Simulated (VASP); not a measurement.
Wanted: the native input for a VASP 6.6.1 run.

* Task: single point
* Functional: PBE
* Potentials or basis: VASP PAW PBE potentials, release 64 (Sc_sv)
* Cutoff: 520 eV
* k mesh: 16 × 16 × 16
* Occupations: fermi-dirac, width 0.1 eV
* Spin: no spin polarisation
* Dipole correction: no
* Further INCAR settings: ALGO = Normal; EDIFF = 1e-06; NBANDS = 12

The structure of Sc lies in POSCAR:

```
Sc
1.0
    0.0000000000      2.0506583139      2.0506583139
    2.0506583139      0.0000000000      2.0506583139
    2.0506583139      2.0506583139      0.0000000000
Sc
1
Direct
    0.0000000000      0.0000000000      0.0000000000
```

These files were run (other wordings do the same):

INCAR

```
ALGO = Normal
EDIFF = 1E-6
ENCUT = 520
GGA = PE
ISIF = 2
ISMEAR = -1
LASPH = True
LCHARG = True
LELF = True
LREAL = False
LVHAR = True
LWAVE = False
NBANDS = 12
NELM = 60
PREC = Accurate
SIGMA = 0.1
```

KPOINTS

```
k-points
0
Gamma
  16 16 16
```

Potentials or basis: VASP PAW PBE potentials, release 64 (Sc_sv).

The run is started by

```sh
$ cat potpaw_PBE.64/Sc_sv/POTCAR > POTCAR
$ mpirun -np 1 vasp_std > vasp.out
```

It gave:

```
Pressure : 32.2 GPa
```

It took 8.5 s on 1 thread of Intel(R) Xeon(R) 6975P-C (Granite Rapids), on a shared host, peak memory 0.15 GiB.
